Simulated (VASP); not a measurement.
# Si4O (P4/m) in VASP: notebook, part 2 of 2

VASP 6.6.1. The steps go on from the part before.

## Step 3: Relaxation of cell and atoms, PBE

Contents of INCAR:

```
SYSTEM = Si4O
ALGO = Normal ; EDIFF = 1E-6
EDIFFG = -0.04 ; ENCUT = 600
GGA = PE ; IBRION = 2
ISIF = 3 ; ISMEAR = 0
LASPH = .TRUE. ; LCHARG = .FALSE.
LREAL = .FALSE. ; LWAVE = .FALSE.
NELM = 100 ; NSW = 90
PREC = Accurate ; SIGMA = 0.1
```

Contents of KPOINTS:

```
k-points
0
G
  4 4 6
  0 0 0
```

Contents of POSCAR:

```
Si4O
1.0
    4.8498788700      0.0000000000      0.0000000000
    0.0000000000      4.8498788700      0.0000000000
    0.0000000000      0.0000000000      3.1380596400
Si O
4 1
Direct
    0.6812042700      0.6845866900      0.5000000000
    0.3187957300      0.3154133100      0.5000000000
    0.3154133100      0.6812042700      0.5000000000
    0.6845866900      0.3187957300      0.5000000000
    0.5000000000      0.5000000000      0.0000000000
```

Potentials or basis: VASP PAW PBE potentials, release 64 (Si, O).

On the command line:

```sh
$ cat potpaw_PBE.64/Si/POTCAR potpaw_PBE.64/O/POTCAR > POTCAR
$ mpirun -np 1 vasp_std > vasp.out
```

OUTCAR:

```text
SYSTEM = Si4O
   EDIFF = 1E-6
   EDIFFG = -0.04
   ENCUT = 600
   GGA = PE
   IBRION = 2
   ISIF = 3
   ISMEAR = 0
   LASPH = .TRUE.
   LREAL = .FALSE.
   NELM = 100
   NSW = 90
   PREC = Accurate

 ion  position               nearest neighbor table
   1  0.681  0.685  0.500-   3 1.77   4 1.77   5 2.01   5 2.01   2 2.51   4 3.08   3 3.08
   2  0.319  0.315  0.500-   3 1.77   4 1.77   5 2.01   5 2.01   1 2.51   3 3.08   4 3.08
   3  0.315  0.681  0.500-   1 1.77   2 1.77   5 2.01   5 2.01   4 2.51   2 3.08   1 3.08
   4  0.685  0.319  0.500-   1 1.77   2 1.77   5 2.01   5 2.01   3 2.51   2 3.08   1 3.08
   5  0.500  0.500  0.000-   1 2.01   2 2.01   3 2.01   4 2.01   1 2.01   2 2.01   3 2.01   4 2.01

  LATTYP: Found a simple tetragonal cell.
 ALAT       =     4.8498788700
 C/A-ratio  =     0.6470387661

  Lattice vectors:

 A1 = (   4.8498788700,   0.0000000000,   0.0000000000)
 A2 = (   0.0000000000,   4.8498788700,   0.0000000000)
 A3 = (   0.0000000000,   0.0000000000,   3.1380596400)

Analysis of symmetry for initial positions (statically):
=====================================================================
 Subroutine PRICEL returns:
 Original cell was already a primitive cell.

 Routine SETGRP: Setting up the symmetry group for a
 simple tetragonal supercell.

 Subroutine GETGRP returns: Found  8 space group operations
 (whereof  8 operations were pure point group operations)
 out of a pool of 16 trial point group operations.

The static configuration has the point symmetry C_4h.

Analysis of symmetry for dynamics (positions and initial velocities):
=====================================================================
 Subroutine PRICEL returns:
 Original cell was already a primitive cell.

 Routine SETGRP: Setting up the symmetry group for a
 simple tetragonal supercell.

 Subroutine GETGRP returns: Found  8 space group operations
 (whereof  8 operations were pure point group operations)
 out of a pool of 16 trial point group operations.

The dynamic configuration has the point symmetry C_4h.

 Subroutine INISYM returns: Found  8 space group operations
 (whereof  8 operations are pure point group operations),
 and found     1 'primitive' translations

----------------------------------------------------------------------------------------

                                     Primitive cell

  volume of cell :      73.8113

  direct lattice vectors                    reciprocal lattice vectors
     4.849878870  0.000000000  0.000000000     0.206190717  0.000000000  0.000000000
     0.000000000  4.849878870  0.000000000     0.000000000  0.206190717  0.000000000
     0.000000000  0.000000000  3.138059640     0.000000000  0.000000000  0.318668258

  length of vectors
     4.849878870  4.849878870  3.138059640     0.206190717  0.206190717  0.318668258

  position of ions in fractional coordinates (direct lattice)
     0.681204270  0.684586690  0.500000000
     0.318795730  0.315413310  0.500000000
     0.315413310  0.681204270  0.500000000
     0.684586690  0.318795730  0.500000000
     0.500000000  0.500000000  0.000000000

  ion indices of the primitive-cell ions
   primitive index   ion index
                 1           1
                 2           2
                 3           3
                 4           4
                 5           5

[... 30 lines left out ...]
  0.500000  0.000000  0.000000      2.000000
  0.250000  0.250000  0.000000      4.000000
  0.500000  0.250000  0.000000      4.000000
  0.500000  0.500000  0.000000      1.000000
[... 16 lines left out ...]
  0.500000  0.250000  0.500000      4.000000
  0.500000  0.500000  0.500000      1.000000
   k-points           NKPTS =     24   k-points in BZ     NKDIM =     24   number of bands    NBANDS=     15
   number of dos      NEDOS =    301   number of ions     NIONS =      5
   total plane-waves  NPLWV =  44800
   dimension x,y,z NGX =    40 NGY =   40 NGZ =   28
   dimension x,y,z NGXF=    80 NGYF=   80 NGZF=   56
   ions per type =               4   1
   NGX,Y,Z   is equivalent  to a cutoff of  13.71, 13.71, 14.83 a.u.
   NGXF,Y,Z  is equivalent  to a cutoff of  27.42, 27.42, 29.67 a.u.
 SYSTEM =  Si4O
   PREC   = accura    normal or accurate (medium, high low for compatibility)
   ISTART =      0    job   : 0-new  1-cont  2-samecut
   ICHARG =      2    charge: 1-file 2-atom 10-const
   ISPIN  =      1    spin polarized calculation?
   LNONCOLLINEAR =      F non collinear calculations
   LSORBIT =      F    spin-orbit coupling
   LASPH  =      T    aspherical Exc in radial PAW
   ENCUT  =  600.0 eV  44.10 Ry    6.64 a.u.   9.69  9.69  6.27*2*pi/ulx,y,z
   NELM   =    100;   NELMIN=  2; NELMDL= -5     # of ELM steps
   EDIFF  = 0.1E-05   stopping-criterion for ELM
   LREAL  =      F    real-space projection
   EDIFFG = -.4E-01   stopping-criterion for IOM
   NSW    =     90    number of steps for IOM
   IBRION =      2    ionic relax: 0-MD 1-quasi-New 2-CG
   NFREE  =      1    steps in history (QN), initial steepest desc. (CG)
   ISIF   =      3    stress and relaxation
   ISYM   =      2    0-nonsym 1-usesym 2-fastsym
   POTIM  = 0.5000    time-step for ionic-motion
   TEBEG  =    0.0;   TEEND  =   0.0 temperature during run
   PSTRESS=    0.0 pullay stress
   NELECT =      22.0000    total number of electrons
   NUPDOWN=      -1.0000    fix difference up-down
   EMIN   =  10.00;   EMAX   =-10.00  energy-range for DOS
   EFERMI =   0.00;   METHOD = LEGACY
   ISMEAR =     0;   SIGMA  =   0.10  broadening in eV -4-tet -1-fermi 0-gaus
   EFERMI_NEDOS =   21; number of points for ismear=-14 and -15
   IALGO  =     38    algorithm
   IMIX   =      4    mixing-type and parameters
     AMIX     =   0.40;   BMIX     =  1.00
     AMIX_MAG =   1.60;   BMIX_MAG =  1.00
  volume/ion in A,a.u.               =      14.76        99.62
  Fermi-wavevector in a.u.,A,eV,Ry     =   1.093557  2.066523 16.270755  1.195867
  Thomas-Fermi vector in A             =   2.229845
   LORBIT       =      0    0 simple, 1 ext, 2 COOP (PROOUT), +10 PAW based schemes
   GGA     = PE    functional components
   LHFCALC =     F    Hartree Fock is set to
   AEXX    =    0.0000 exact exchange contribution
   IVDW    =     0    specifies the selected vdW correction
   LEPSILON=     F    determine dielectric tensor
   LRPA    =     F    only Hartree local field effects (RPA)
 conjugate gradient relaxation of ions
 non-spin polarized calculation
 Gauss-broadening in eV      SIGMA  =   0.10
  energy-cutoff  :      600.00
  volume of cell :       73.81
 maximum number of plane-waves:      2512
 NGX is ok and might be reduce to    40
   NGX = 19   NGY = 19   NGZ = 13

--------------------------------------- Ionic step        1  -------------------------------------------

 number of electron      21.9999997 magnetization

 Free energy of the ion-electron system (eV)
  ---------------------------------------------------
  ext. energy  EPLUGINS =         0.00000000
  ---------------------------------------------------
  free energy    TOTEN  =        -8.15294657 eV

  energy without entropy =       -8.13762991  energy(sigma->0) =       -8.14528824

------------------------ aborting loop because EDIFF is reached ----------------------------------------

  FORCE on cell =-STRESS in cart. coord.  units (eV):
  Direction    XX          YY          ZZ          XY          YZ          ZX
  --------------------------------------------------------------------------------------
  -------------------------------------------------------------------------------------
  Total       59.4724499     59.4724499     21.8296783      0.0000000      0.0000000     -0.0000000
  in kB     1290.9322033   1290.9322033    473.8435137      0.0000004      0.0000000     -0.0000000
  external PRESSURE =    1018.5693068 kB  Pullay stress =       0.0000000 kB
[... 1406 lines left out ...]
      2      -2.7850      2.00000
      3      -2.6061      2.00000
      4      -2.0123      2.00000
      5      -2.0123      2.00000
      6       0.5303      2.00000
      7       0.5303      2.00000
      8       2.2374      2.00000
      9       3.8563      2.00000
     10       4.9231      1.86633
     11       4.9231      1.86633
     12       5.8853      0.00000
     13       6.3302      0.00000
     14       6.3302      0.00000
     15       7.0765      0.00000

[... ionic steps 4 to 20 ...]

--------------------------------------- Ionic step       21  -------------------------------------------

 number of electron      21.9999999 magnetization

------------------------ aborting loop because EDIFF is reached ----------------------------------------
[... 73 lines left out ...]
--------------------------------------- Ionic step       23  -------------------------------------------

 number of electron      22.0000000 magnetization

 Free energy of the ion-electron system (eV)
  ---------------------------------------------------
  ext. energy  EPLUGINS =         0.00000000
  ---------------------------------------------------
  free energy    TOTEN  =       -24.55678713 eV

  energy without entropy =      -24.55375719  energy(sigma->0) =      -24.55527216

 E-fermi :   8.2436     XC(G=0): -10.7409

 val. band max:        8.0523808965   @ k =   0.5000   0.2500   0.3333
 cond. band min:       8.3115882241   @ k =   0.5000   0.5000   0.0000
 fundamental gap:      0.2592073276
 Fermi energy:         8.2435537535
[... 462 lines left out ...]
  FREE ENERGIE OF THE ION-ELECTRON SYSTEM (eV)
  ---------------------------------------------------
  free  energy   TOTEN  =       -24.5567871307 eV

  energy  without entropy=      -24.5537571851  energy(sigma->0) =      -24.55527216

 reached required accuracy - stopping structural energy minimisation
```

OSZICAR:

```text
N       E                     dE             d eps       ncg     rms          rms(c)
DAV:   1     0.125621548320E+03    0.12562E+03   -0.11172E+04   720   0.143E+03
DAV:   2    -0.334075227995E+01   -0.12896E+03   -0.12640E+03   962   0.245E+02
DAV:   3    -0.130667709538E+02   -0.97260E+01   -0.95957E+01   980   0.697E+01
[... 315 lines left out ...]
DAV:   3    -0.245568400159E+02    0.14094E-02   -0.88481E-03   972   0.755E-01    0.651E-02
DAV:   4    -0.245568344500E+02    0.55658E-05   -0.12539E-03   841   0.263E-01    0.538E-02
DAV:   5    -0.245567844925E+02    0.49958E-04   -0.19980E-04   882   0.112E-01    0.111E-02
DAV:   6    -0.245567863689E+02   -0.18763E-05   -0.15130E-05   748   0.315E-02    0.581E-03
DAV:   7    -0.245567871307E+02   -0.76182E-06   -0.75897E-07   367   0.644E-03
  23 F= -.24556787E+02 E0= -.24555272E+02  d E =-.673398E-02
```

CONTCAR:

```text
Si4O
   1.00000000000000
     5.2314506669632852   -0.0000000005128253    0.0000000000000000
     0.0000000005128253    5.2314506669632852    0.0000000000000000
    -0.0000000000000000   -0.0000000000000000    2.6597408543204164
  Si              O
     4     1
Direct
     0.7565681224979277    0.7603097327394084    0.5000000000000000
     0.2434318775020720    0.2396902672605916    0.5000000000000000
     0.2396902672605916    0.7565681224979278    0.5000000000000000
     0.7603097327394084    0.2434318775020720    0.5000000000000000
     0.5000000000000000    0.5000000000000000    0.0000000000000000

  0.00000000E+00  0.00000000E+00  0.00000000E+00
  0.00000000E+00  0.00000000E+00  0.00000000E+00
  0.00000000E+00  0.00000000E+00  0.00000000E+00
  0.00000000E+00  0.00000000E+00  0.00000000E+00
  0.00000000E+00  0.00000000E+00  0.00000000E+00
```

Wall time 6.3 min (1 thread of Intel Xeon 6975P-C (Granite Rapids), shared host); peak memory 0.21 GiB.

Results:

```yaml
Free_energy: -24.5568 eV
Relaxed_volume: 14.56 Å³/atom
Relaxed_cell: a = 5.231 Å, b = 5.231 Å, c = 2.660 Å, α = 90.00°, β = 90.00°, γ = 90.00°
Space_group_after_relaxing_to_0.1_Å: P4/mmm (No. 123)
Energy_gained_by_relaxing: 3280.8 meV/atom
Ionic_steps: 23
Pressure_after_relaxing: 0.0 GPa
Largest_force_after_relaxing: 0.017 eV/Å
Band_gap_on_the_k_mesh: zero (bands 11 and 12 overlap by 3.15 eV)
```

Forces in eV/Å, atoms in the order of the input:
```
Si  -0.015  0.008  0.000
Si   0.015 -0.008  0.000
Si  -0.008 -0.015  0.000
Si   0.008  0.015  0.000
O    0.000  0.000  0.000
```

The path:
| step | energy change (eV) | largest force (eV/Å) | pressure (GPa) | volume (Å³) |
| --- | --- | --- | --- | --- |
| 1 | 0.0000 | 24.4467 | 101.86 | 73.81 |
| 2 | -6.6144 | 1.1506 | -5.40 | 221.33 |
| 3 | -7.5283 | 0.6300 | -6.82 | 205.84 |
| 4 | -8.2307 | 0.0591 | -7.82 | 193.12 |
| 5 | -12.1899 | 0.1590 | -13.37 | 124.61 |
| 6 | -14.8994 | 0.6423 | -12.65 | 97.15 |
| 7 | -15.7683 | 0.2607 | -3.54 | 84.98 |
| 8 | -15.7681 | 0.5031 | -2.00 | 83.88 |
| 9 | -15.7711 | 0.3836 | -2.76 | 84.41 |
| 10 | -15.7722 | 0.4228 | -2.49 | 84.19 |
| 11 | -15.8295 | 0.4079 | -0.76 | 81.44 |
| 12 | -15.8599 | 0.3466 | 2.78 | 77.05 |
| 13 | -15.8909 | 0.3264 | 2.70 | 76.42 |
| 14 | -15.9931 | 0.0923 | 3.13 | 74.53 |
| 15 | -16.1186 | 0.4561 | 5.82 | 70.73 |
| 16 | -16.1942 | 0.5598 | 5.01 | 70.72 |
| 17 | -16.2925 | 0.7846 | 3.57 | 70.56 |
| 18 | -16.2941 | 0.7835 | 3.45 | 70.52 |
| 19 | -16.3372 | 0.6214 | 2.26 | 71.25 |
| 20 | -16.3965 | 0.1946 | -0.98 | 73.47 |
| 21 | -16.3971 | 0.1509 | -1.28 | 73.71 |
| 22 | -16.4016 | 0.0885 | -0.73 | 73.32 |
| 23 | -16.4038 | 0.0169 | 0.04 | 72.79 |

Final structure:
```
Si O
1.0
     5.23145    0.00000    0.00000
     0.00000    5.23145    0.00000
     0.00000    0.00000    2.65974
Si O
4 1
Direct
  0.75657 0.76031 0.50000
  0.24343 0.23969 0.50000
  0.23969 0.75657 0.50000
  0.76031 0.24343 0.50000
  0.50000 0.50000 0.00000
```

Levels at points of the mesh, in eV from the Fermi level:
```tsv
k point	band 8	band 9	band 10	band 11	band 12	band 13	band 14	band 15
(0.00, 0.00, 0.00)	-4.26	-3.86	-3.49	0.72	0.72	3.94	6.48	6.56
(0.50, 0.00, 0.00)	-3.49	-3.08	-1.48	0.07	1.16	1.85	3.52	6.69
(0.50, 0.50, 0.00)	-3.48	-0.93	-0.32	0.07	0.69	0.69	3.35	3.35
(0.00, 0.00, 0.50)	-4.58	-3.19	-0.79	-0.79	-0.39	-0.39	0.48	1.38
(0.50, 0.00, 0.50)	-3.41	-3.22	-2.96	-2.43	-2.18	1.05	1.37	1.64
(0.50, 0.50, 0.50)	-4.41	-1.47	-1.28	-1.28	-0.50	1.78	1.79	1.79
```

Caveat: a cell axis changed by over 15 % at a fixed basis, so the end point is rough.

## Step 4: Single point, PBE, collinear spin, ferromagnetic start

Contents of INCAR:

```
SYSTEM = Si4O
PREC = Accurate ; ENCUT = 520
EDIFF = 1E-6 ; ISMEAR = 0
SIGMA = 0.1 ; LREAL = .False.
LASPH = .True. ; NELM = 150
ALGO = Normal ; ISIF = 2
LWAVE = .False. ; LCHARG = .False.
ISPIN = 2 ; MAGMOM = 0 0 0 0 1
LORBIT = 11 ; GGA = PE
NBANDS = 23
```

Contents of KPOINTS:

```
regular mesh
0
Gamma
  4 4 6
  0 0 0
```

POSCAR is that of step 3.

On the command line:

```sh
$ cat potpaw_PBE.64/Si/POTCAR potpaw_PBE.64/O/POTCAR > POTCAR
$ mpirun -np 1 vasp_std > vasp.out
```

Run time: 31 s. Hardware: 1 thread of Intel Xeon 6975P-C (Granite Rapids), shared host; peak memory 0.22 GiB.

It converged, with:

```yaml
Free_energy: -8.1483 eV
Pressure: 101.9 GPa
Largest_force: 24.448 eV/Å
Band_gap_on_the_k_mesh: zero (filled and empty bands overlap)
Net_moment: 0.00 μB per cell
Valence_electrons_inside_the_program's_atomic_spheres: Si 2.08; O 5.13
```

Forces in eV/Å, atoms in the order of the input:
```
Si   17.158  17.416   0.000
Si  -17.158 -17.416   0.000
Si  -17.416  17.158   0.000
Si   17.416 -17.158   0.000
O     0.000   0.000   0.000
```

Stress tensor (GPa, compression positive):
```
129.15   0.00   0.00
  0.00 129.15   0.00
  0.00   0.00  47.47
```

Levels at points of the mesh, in eV from the Fermi level:
Spin up:
```tsv
k point	band 8	band 9	band 10	band 11	band 12	band 13	band 14	band 15
(0.00, 0.00, 0.00)	-3.16	-3.16	-1.07	-0.31	-0.31	2.39	2.95	2.95
(0.50, 0.00, 0.00)	-3.54	-2.96	-2.59	-1.84	2.02	3.07	3.16	3.45
(0.50, 0.50, 0.00)	-4.97	-2.90	-2.66	1.47	1.47	2.19	2.19	5.04
(0.00, 0.00, 0.50)	-4.86	-3.37	-0.12	0.82	0.82	1.42	1.62	2.51
(0.50, 0.00, 0.50)	-2.51	-2.17	-1.27	-1.03	-0.36	0.70	1.53	3.33
(0.50, 0.50, 0.50)	-3.22	-1.92	-0.47	-0.38	0.65	0.65	1.53	1.70
```
Spin down:
| k point | band 7 | band 8 | band 9 | band 10 | band 11 | band 12 | band 13 | band 14 | band 15 | band 16 |
| --- | --- | --- | --- | --- | --- | --- | --- | --- | --- | --- |
| (0.00, 0.00, 0.00) | -6.19 | -3.16 | -3.16 | -1.07 | -0.31 | -0.31 | 2.39 | 2.95 | 2.95 | 3.75 |
| (0.50, 0.00, 0.00) | -5.58 | -3.54 | -2.96 | -2.59 | -1.84 | 2.02 | 3.07 | 3.16 | 3.45 | 4.57 |
| (0.50, 0.50, 0.00) | -4.97 | -4.97 | -2.90 | -2.66 | 1.47 | 1.47 | 2.19 | 2.19 | 5.04 | 5.04 |
| (0.00, 0.00, 0.50) | -6.66 | -4.86 | -3.37 | -0.12 | 0.82 | 0.82 | 1.42 | 1.62 | 2.51 | 2.51 |
| (0.50, 0.00, 0.50) | -5.74 | -2.51 | -2.17 | -1.27 | -1.03 | -0.36 | 0.70 | 1.53 | 3.33 | 3.59 |
| (0.50, 0.50, 0.50) | -3.77 | -3.22 | -1.92 | -0.47 | -0.38 | 0.65 | 0.65 | 1.53 | 1.70 | 1.70 |

Caveat: the stress differs along the axes, from 47 to 129 GPa; forces of over 1 eV/Å act on the atoms, so gaps and moduli don't describe the material at rest.

## Step 5: Overview

| task | spin | cell | cutoff (eV) | gap on the mesh (eV) | pressure (GPa) | largest force (eV/Å) |
| --- | --- | --- | --- | --- | --- | --- |
| single point | off | as given | 520 | none | 101.9 | 24.45 |
| relaxation of cell and atoms | off | relaxed | 600 | none | 0.0 | 0.02 |
| single point | collinear, ferromagnetic start | as given | 520 | none | 101.9 | 24.45 |

Alike in all rows: level PBE; potentials or basis VASP PAW PBE potentials, release 64 (Si, O); k mesh 4 × 4 × 6; smearing gaussian 0.1 eV.

Caveats: the stress differs along the axes, from 47 to 129 GPa (at least some runs); forces of over 1 eV/Å act on the atoms, so gaps and moduli don't describe the material at rest (at least some runs); a cell axis changed by over 15 % at a fixed basis, so the end point is rough (at least some runs).

Absolute energies hang on the potentials; compare differences alone.

The gap in the log of VASP goes by the Fermi energy; the results here count the filled bands.